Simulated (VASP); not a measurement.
The system is NbTe4Mo.

```xyz
6
Lattice="3.6873 0.0000 0.0000 -1.8436 3.1933 0.0000 0.0000 0.0000 14.6451" Properties=species:S:1:pos:R:3 pbc="T T T"
Nb    0.0000    2.1288    0.0000
Te    0.0000    2.1288    5.4333
Te    1.8436    1.0644   12.7559
Te    0.0000    2.1288    9.2118
Te    1.8436    1.0644    1.8892
Mo    1.8436    1.0644    7.3226
```

```yaml
Program: VASP 6.6.1
Task: relaxation of cell and atoms
Functional: PBE
Potentials_or_basis: VASP PAW PBE potentials, release 64 (Nb_sv, Te, Mo_sv)
Cutoff: 600 eV
k_mesh: 6 × 6 × 2
Occupations: gaussian, width 0.1 eV
Spin: no spin polarisation
```

At the start: pressure -5.0 GPa; volume 28.74 Å³/atom.

**Question.** Where does the relaxation end?

**Answer.** Over 13 steps the energy falls by 41.9 meV/atom and the volume is 27.81 Å³/atom (-3.2 %); space group P-6m2 (No. 187, to 0.1 Å) before and after.

The path:
```tsv
step	energy change (eV)	largest force (eV/Å)	pressure (GPa)	volume (Å³)
1	0.0000	1.3846	-4.98	172.44
2	0.1642	1.6704	9.16	151.05
3	-0.2196	0.4287	0.07	162.66
4	-0.2197	0.4007	0.23	162.43
5	-0.2387	0.2030	0.18	162.71
6	-0.2444	0.0381	0.16	162.97
7	-0.2451	0.0959	-0.17	163.67
8	-0.2451	0.0916	-0.15	163.62
9	-0.2458	0.0862	-0.11	163.72
10	-0.2473	0.0689	-0.03	164.01
11	-0.2489	0.0637	0.15	164.59
12	-0.2501	0.0480	0.09	165.23
13	-0.2514	0.0069	-0.06	166.87
```

Final structure:
```
CELL_PARAMETERS angstrom
3.62801 0.00000 0.00000
-1.81400 3.14195 0.00000
0.00000 0.00000 14.63923
ATOMIC_POSITIONS crystal
Nb 0.33333 0.66667 0.00000
Te 0.33333 0.66667 0.37819
Te 0.66667 0.33333 0.87276
Te 0.33333 0.66667 0.62181
Te 0.66667 0.33333 0.12724
Mo 0.66667 0.33333 0.50000
```

Caveat: this functional lacks dispersion, which binds layers or chains, so the pressure and a relaxed spacing across them are unreliable.
